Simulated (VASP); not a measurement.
Write the native input for VASP 6.6.1 that does the following.

* Task: single point
* Functional: LDA
* Potentials or basis: VASP PAW LDA potentials, release 64 (Ga_d, N)
* Cutoff: 600 eV
* k mesh: 10 × 10 × 10
* Occupations: gaussian, width 0.02 eV
* Spin: no spin polarisation
* Dipole correction: no
* Further INCAR settings: ALGO = Normal; EDIFF = 1e-06; NBANDS = 16

The structure of GaN (lda) lies in POSCAR:

```
GaN
1.0
    0.0000000000      2.2276997608      2.2276997608
    2.2276997608      0.0000000000      2.2276997608
    2.2276997608      2.2276997608      0.0000000000
Ga N
1 1
Direct
    0.0000000000      0.0000000000      0.0000000000
    0.2500000000      0.2500000000      0.2500000000
```

One way to write it, as run:

INCAR

```
SYSTEM = GaN
PREC = Accurate
ENCUT = 600
EDIFF = 1E-6
ISMEAR = 0
SIGMA = 0.02
LREAL = .False.
LASPH = .True.
NELM = 120
ALGO = Normal
ISIF = 2
LWAVE = .False.
LCHARG = .False.
NBANDS = 16
GGA_COMPAT = .False.
```

KPOINTS

```
Automatic mesh
0
Gamma
  10 10 10
  0 0 0
```

Potentials or basis: VASP PAW LDA potentials, release 64 (Ga_d, N).

Launch:

```sh
$ cat potpaw_LDA.64/Ga_d/POTCAR potpaw_LDA.64/N/POTCAR > POTCAR
$ mpirun -np 1 vasp_std > vasp.out
```

Results of the run:

The pressure is 1.0 GPa. The band gap on the k mesh is 1.97 eV, direct.

It took 38 s on 1 thread of Intel Xeon 8259CL, with other jobs on the host, peak memory 0.15 GiB.
